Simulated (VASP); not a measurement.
# WC (P-6m2) in VASP: single point with PBE+D3(BJ)

Aim: the single point of WC with PBE+D3(BJ).

All numbers are computed with VASP 6.6.1; they aren't measurements. Logs are shortened: lines on timing, memory, paths and dates and some standing lists are left out, and cuts for length are marked.

## Step 1: The cell of the first run

The structure is hexagonal, space group P-6m2 (No. 187). Conventional cell: a = 2.903 Å, b = 2.903 Å, c = 2.831 Å, α = 90.00°, β = 90.00°, γ = 120.00°. W (site symmetry -6m2) has 6 C at 2.19 Å and 8 W at 2.83 to 2.90 Å within 3.0 Å. C (site symmetry -6m2) has 6 W at 2.19 Å and 8 C at 2.83 to 2.90 Å within 3.0 Å.

## Step 2: Single point, PBE+D3(BJ)

The input, INCAR:

```
SYSTEM = WC
ALGO = Normal
EDIFF = 1E-6
ENCUT = 1300
GGA = PE
GGA_COMPAT = .False.
ISIF = 2
ISMEAR = -1
IVDW = 12
LASPH = .True.
LCHARG = .False.
LREAL = .False.
LWAVE = .False.
NBANDS = 16
NELM = 120
PREC = Accurate
SIGMA = 0.05
```

The input, KPOINTS:

```
k-points
0
Gamma
  11 11 9
  0 0 0
```

The input, POSCAR:

```
WC
1.0
    2.9031928638      0.0000000000      0.0000000000
   -1.4515964319      2.5142387722      0.0000000000
    0.0000000000      0.0000000000      2.8307044373
W C
1 1
Direct
    0.0000000000      0.0000000000      0.0000000000
    0.6666666667      0.3333333333      0.5000000000
```

Potentials or basis: VASP PAW PBE potentials, release 64 (W_sv, C_h).

Run with:

```sh
$ cat potpaw_PBE.64/W_sv/POTCAR potpaw_PBE.64/C_h/POTCAR > POTCAR
$ mpirun -np 1 vasp_std > vasp.out
```

OUTCAR:

```text
SYSTEM = WC
   EDIFF = 1E-6
   ENCUT = 1300
   GGA = PE
   ISIF = 2
   ISMEAR = -1
   IVDW = 12
   LASPH = .True.
   LREAL = .False.
   NELM = 120
   PREC = Accurate
 IVDW          = 12

 ion  position               nearest neighbor table
   1  0.000  0.000  0.000-   2 2.19   2 2.19   2 2.19   2 2.19   2 2.19   2 2.19
   2  0.667  0.333  0.500-   1 2.19   1 2.19   1 2.19   1 2.19   1 2.19   1 2.19

  LATTYP: Found a hexagonal cell.
 ALAT       =     2.9031928638
 C/A-ratio  =     0.9750314809

  Lattice vectors:

 A1 = (   2.9031928638,   0.0000000000,   0.0000000000)
 A2 = (  -1.4515964319,   2.5142387722,   0.0000000000)
 A3 = (   0.0000000000,   0.0000000000,   2.8307044373)

Analysis of symmetry for initial positions (statically):
=====================================================================
 Subroutine PRICEL returns:
 Original cell was already a primitive cell.

 Routine SETGRP: Setting up the symmetry group for a
 hexagonal supercell.

 Subroutine GETGRP returns: Found 12 space group operations
 (whereof 12 operations were pure point group operations)
 out of a pool of 24 trial point group operations.

The static configuration has the point symmetry D_3h.

Analysis of symmetry for dynamics (positions and initial velocities):
=====================================================================
 Subroutine PRICEL returns:
 Original cell was already a primitive cell.

 Routine SETGRP: Setting up the symmetry group for a
 hexagonal supercell.

 Subroutine GETGRP returns: Found 12 space group operations
 (whereof 12 operations were pure point group operations)
 out of a pool of 24 trial point group operations.

The dynamic configuration has the point symmetry D_3h.

 Subroutine INISYM returns: Found 12 space group operations
 (whereof 12 operations are pure point group operations),
 and found     1 'primitive' translations

----------------------------------------------------------------------------------------

                                     Primitive cell

  volume of cell :      20.6622

  direct lattice vectors                    reciprocal lattice vectors
     2.903192864  0.000000000  0.000000000     0.344448353  0.198867349  0.000000000
    -1.451596432  2.514238772  0.000000000     0.000000000  0.397734698  0.000000000
     0.000000000  0.000000000  2.830704437     0.000000000  0.000000000  0.353268956

  length of vectors
     2.903192864  2.903192864  2.830704437     0.397734699  0.397734698  0.353268956

  position of ions in fractional coordinates (direct lattice)
     0.000000000  0.000000000  0.000000000
     0.666666667  0.333333333  0.500000000
[... 79 lines left out ...]
   EDIFFG = 0.1E-04   stopping-criterion for IOM
   NSW    =      0    number of steps for IOM
   IBRION =     -1    ionic relax: 0-MD 1-quasi-New 2-CG
   NFREE  =      0    steps in history (QN), initial steepest desc. (CG)
   ISIF   =      2    stress and relaxation
   ISYM   =      2    0-nonsym 1-usesym 2-fastsym
   POTIM  = 0.5000    time-step for ionic-motion
   TEBEG  =    0.0;   TEEND  =   0.0 temperature during run
   PSTRESS=    0.0 pullay stress
   NELECT =      18.0000    total number of electrons
   NUPDOWN=      -1.0000    fix difference up-down
   EMIN   =  10.00;   EMAX   =-10.00  energy-range for DOS
   EFERMI =   0.00;   METHOD = LEGACY
   ISMEAR =    -1;   SIGMA  =   0.05  broadening in eV -4-tet -1-fermi 0-gaus
   EFERMI_NEDOS =   21; number of points for ismear=-14 and -15
   IALGO  =     38    algorithm
   IMIX   =      4    mixing-type and parameters
     AMIX     =   0.40;   BMIX     =  1.00
     AMIX_MAG =   1.60;   BMIX_MAG =  1.00
  volume/ion in A,a.u.               =      10.33        69.72
  Fermi-wavevector in a.u.,A,eV,Ry     =   1.563532  2.954646 33.261229  2.444631
  Thomas-Fermi vector in A             =   2.666289
   LORBIT       =      0    0 simple, 1 ext, 2 COOP (PROOUT), +10 PAW based schemes
   GGA     = PE    functional components
   LHFCALC =     F    Hartree Fock is set to
   AEXX    =    0.0000 exact exchange contribution
   IVDW    =    12    specifies the selected vdW correction
   LEPSILON=     F    determine dielectric tensor
   LRPA    =     F    only Hartree local field effects (RPA)
 non-spin polarized calculation
  energy-cutoff  :     1300.00
  volume of cell :       20.66
 maximum number of plane-waves:      2248
 NGX is ok and might be reduce to    36
   NGX = 17   NGY = 17   NGZ = 17

 number of electron      18.0000000 magnetization

 Free energy of the ion-electron system (eV)
  ---------------------------------------------------
  ext. energy  EPLUGINS =         0.00000000
  ---------------------------------------------------
  free energy    TOTEN  =       -22.44637056 eV

  energy without entropy =      -22.44354941  energy(sigma->0) =      -22.44495998

 E-fermi :  11.4989     XC(G=0): -13.8587

 val. band max:       11.4577941892   @ k =   0.0909  -0.0000   0.3333
 cond. band min:      11.5224361837   @ k =   0.2727   0.2727   0.0000
 fundamental gap:      0.0646419945
 Fermi energy:        11.4989026674

 k-point     1 :       0.0000    0.0000    0.0000
  band No.  band energies     occupation
      1     -62.5190      2.00000
      2     -26.4969      2.00000
      3     -26.3980      2.00000
      4     -26.3980      2.00000
      5      -3.0103      2.00000
      6       7.1390      2.00000
[... 433 lines left out ...]
      3     -26.5327      2.00000
      4     -26.4960      2.00000
      5      -1.4076      2.00000
      6       6.2209      2.00000
[... 8 lines left out ...]
     15      24.9855      0.00000
     16      29.3440      0.00000

 [... further k-points ...]

------------------------ aborting loop because EDIFF is reached ----------------------------------------

 Edisp (eV)   -0.92778

 E8    (eV) :    -0.4254

  FORCE on cell =-STRESS in cart. coord.  units (eV):
  Direction    XX          YY          ZZ          XY          YZ          ZX
  --------------------------------------------------------------------------------------
  -------------------------------------------------------------------------------------
  Total       0.13504     0.13504     0.18012     0.00000     0.00000     0.00000
  in kB      10.47115    10.47115    13.96651     0.00000     0.00000     0.00000
  external pressure =       11.64 kB  Pullay stress =        0.00 kB

 VOLUME and BASIS-vectors are now :
 -----------------------------------------------------------------------------
  energy-cutoff  :     1300.00
  volume of cell :       20.66
      direct lattice vectors                 reciprocal lattice vectors
     2.903192864  0.000000000  0.000000000     0.344448353  0.198867349  0.000000000
    -1.451596432  2.514238772  0.000000000     0.000000000  0.397734698  0.000000000
     0.000000000  0.000000000  2.830704437     0.000000000  0.000000000  0.353268956

 POSITION                                       TOTAL-FORCE (eV/Angst)
 -----------------------------------------------------------------------------------
      0.00000      0.00000      0.00000        -0.000000      0.000000      0.000000
      1.45160      0.83808      1.41535         0.000000      0.000000      0.000000
 -----------------------------------------------------------------------------------
    total drift:                               -0.000000      0.000000      0.000000

  FREE ENERGIE OF THE ION-ELECTRON SYSTEM (eV)
  ---------------------------------------------------
  free  energy   TOTEN  =       -23.3741519540 eV

  energy  without entropy=      -23.3713308047  energy(sigma->0) =      -23.37274138
```

Wall time 46 s (1 thread of AMD EPYC 9R45 (Zen 5), shared host); peak memory 0.27 GiB.

What came out:

```yaml
Free_energy: -23.3742 eV
Pressure: 1.2 GPa
Band_gap_on_the_k_mesh: zero (bands 9 and 10 overlap by 1.21 eV)
Dispersion_energy_per_atom: -0.464 eV
```

Caveat: spin-orbit coupling is left out, which moves the levels of the heavy elements.

The gap in the log of VASP goes by the Fermi energy; the results here count the filled bands.